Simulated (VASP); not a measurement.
# Cr: single point with BLYP

Crystal: Cr.

```
CELL_PARAMETERS angstrom
0.00000 2.62883 2.62883
2.62883 0.00000 2.62883
2.62883 2.62883 0.00000
ATOMIC_POSITIONS crystal
Cr 0.12500 0.12500 0.12500
Cr 0.87500 0.87500 0.87500
```

This cell differs from its parent crystal: volume scaled by 0.88.

```json
{
  "Program": "VASP 6.6.1",
  "Task": "single point",
  "Functional": "BLYP",
  "Potentials or basis": "VASP PAW PBE potentials, release 64 (Cr_pv)",
  "Cutoff": "520 eV",
  "k mesh": "11 × 11 × 11",
  "Occupations": "fermi-dirac, width 0.05 eV",
  "Spin": "collinear spin, antiferromagnetic start",
  "Starting moments": "[2.632, -2.632] μB"
}
```

```
Pressure                                              : 6.1 GPa
Band gap on the k mesh                                : zero (filled and empty bands overlap)
Net moment                                            : 0.00 μB per cell
Site moments                                          : Cr +2.46, -2.46 μB
Valence electrons inside the program's atomic spheres : Cr 11.00
```

Levels at points of the mesh, in eV from the Fermi level:
Spin up:
```tsv
k point	band 10	band 11	band 12	band 13	band 14	band 15
(0.00, 0.00, 0.00)	-1.13	-1.13	-1.13	1.45	1.45	1.45
```
Spin down:
```
           k point  band 10  band 11  band 12  band 13  band 14  band 15
(0.00, 0.00, 0.00)    -1.13    -1.13    -1.13     1.45     1.45     1.45
```

Run time: 73 s on 1 thread of Intel(R) Xeon(R) Platinum 8488C (Sapphire Rapids), with other jobs on the host, peak memory 0.21 GiB.

Caveat: the PAW data sets were made with another functional, which shifts forces and pressure a little.
